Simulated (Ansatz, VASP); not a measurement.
# One calculation of Y, two programs

The input INCAR:

```
ALGO     = Fast           # electronic algorithm
EDIFF    = 1E-7           # SCF threshold, eV
ENCUT    = 520            # plane-wave cutoff, eV
GGA      = PS             # functional
ISIF     = 2              # what is computed and relaxed
ISMEAR   = 0              # smearing method
LASPH    = T              # aspherical terms in the spheres
LCHARG   = F              # write CHGCAR
LREAL    = F              # projectors in reciprocal space
LWAVE    = F              # write WAVECAR
NBANDS   = 12             # bands
NELM     = 60             # most SCF steps
PREC     = Accurate       # precision mode
SIGMA    = 0.15           # smearing width, eV
```

The input KPOINTS:

```
k-points
0
Gamma
  18 18 18
```

POSCAR

```
Y
1.0
    0.0000000000      2.2769069128      2.9599789866
    2.2769069128      0.0000000000      2.9599789866
    2.2769069128      2.2769069128      0.0000000000
Y
1
Direct
    0.0000000000      0.0000000000      0.0000000000
```

Input for Ansatz:

```yaml
crystal:
  lattice:
    - [0.0, 2.2769069128, 2.9599789866]
    - [2.2769069128, 0.0, 2.9599789866]
    - [2.2769069128, 2.2769069128, 0.0]
  atoms:
    - { symbol: "Y", position: [0.0, 0.0, 0.0] }
basis:
  ecutwfc: 420
kpoints:
  mp_grid: { grid: [18, 18, 18] }
hamiltonian:
  xc: pbesol
scf:
  occupations: { method: gaussian, width: 0.15 }
output:
  forces: true
  stress: true
  eigenvalues: true
```

Alike in both runs: task single point; functional PBEsol; k mesh 18 × 18 × 18; occupations gaussian, width 0.15 eV; no spin polarisation.

|  | VASP | Ansatz |
| --- | --- | --- |
| version | VASP 6.6.1 | Ansatz 0.2.0 |
| potentials or method | VASP PAW PBE potentials, release 64 (Y_sv), cutoff 520 eV | scalar-relativistic, plane waves, PAW |
| valence electrons in the cell | 11 | 11 |

Ansatz gave:

| Property | Result |
| --- | --- |
| gap on the k mesh at the Fermi level (eV) | none |
| pressure (GPa) | 0.1 |
| traceless stress, the component that is largest in VASP (GPa) | -6.55 |

Estimate VASP's values.

gap on the k mesh at the Fermi level (eV): none; pressure (GPa): 0.0; traceless stress, the component that is largest in VASP (GPa): -6.58.

VASP's potentials were made for PBE, not for PBEsol. A gap of «none» marks a metal or a gap that the smearing closes.
